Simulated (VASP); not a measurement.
A run of VASP 6.6.1:

File INCAR:

```
SYSTEM = Ge
PREC = Accurate
ENCUT = 520
EDIFF = 1E-6
ISMEAR = -1
SIGMA = 0.15
LREAL = .False.
LASPH = .True.
NELM = 60
ALGO = Normal
ISIF = 2
LWAVE = .False.
LCHARG = .True.
GGA = CA
LELF = .True.
LVHAR = .True.
NBANDS = 13
```

Contents of KPOINTS:

```
regular mesh
0
Gamma
  12 12 11
  0 0 0
```

POSCAR

```
Ge
1.0
    1.4155346479     -2.6347372402      0.0000000000
    1.4155346479      2.6347372402      0.0000000000
    0.0000000000      0.0000000000      2.7337381113
Ge
1
Direct
    0.5000000000      0.5000000000      0.0000000000
```

Potentials or basis: VASP PAW LDA potentials, release 64 (Ge_d).

The run is started by

```console
$ cat potpaw_LDA.64/Ge_d/POTCAR > POTCAR
$ mpirun -np 1 vasp_std > vasp.out
```

Hardware: 1 thread of Intel(R) Xeon(R) 6975P-C (Granite Rapids) (shared host).

**Question.** Estimate the wall time of this run.

**Answer.** Wall time 20 s on 1 thread of Intel(R) Xeon(R) 6975P-C (Granite Rapids), on a shared host, peak memory 0.17 GiB. Counts: scf iterations 10, k points 258.
